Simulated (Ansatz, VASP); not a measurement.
**One calculation of YN, two programs**

```xyz
2
Lattice="0.0000 2.4216 2.4648 2.4216 0.0000 2.4648 2.4216 2.4216 0.0000" Properties=species:S:1:pos:R:3 pbc="T T T"
Y     0.0000    0.0000    0.0000
N     2.4216    2.4216    2.4648
```

Change from the starting cell: strained cell.

Alike in both runs: functional PBEsol; k mesh 10 × 10 × 10; occupations gaussian, width 0.01 eV; no spin polarisation.

Ansatz relaxed the structure, and its values are those at the end. VASP's run is a single point on that final structure, the one shown.

|  | VASP | Ansatz |
| --- | --- | --- |
| version | VASP 6.6.1 | Ansatz 0.2.0 |
| potentials or method | VASP PAW PBE potentials, release 64 (Y_sv, N), cutoff 600 eV | scalar-relativistic, plane waves, PAW |
| valence electrons in the cell | 16 | 16 |

Ansatz gave:

| Property | Result |
| --- | --- |
| gap on the k mesh at the Fermi level (eV) | 0.05 |
| least direct gap on the mesh (eV) | 0.43 |
| pressure (GPa) | -1.4 |

Q: Which values does VASP return?

A: gap on the k mesh at the Fermi level (eV): 0.05; least direct gap on the mesh (eV): 0.43; pressure (GPa): -1.7.

VASP's potentials were made for PBE, not for PBEsol, and Ansatz warns of the same on its side. Ansatz's warnings: stress scf threshold loose.
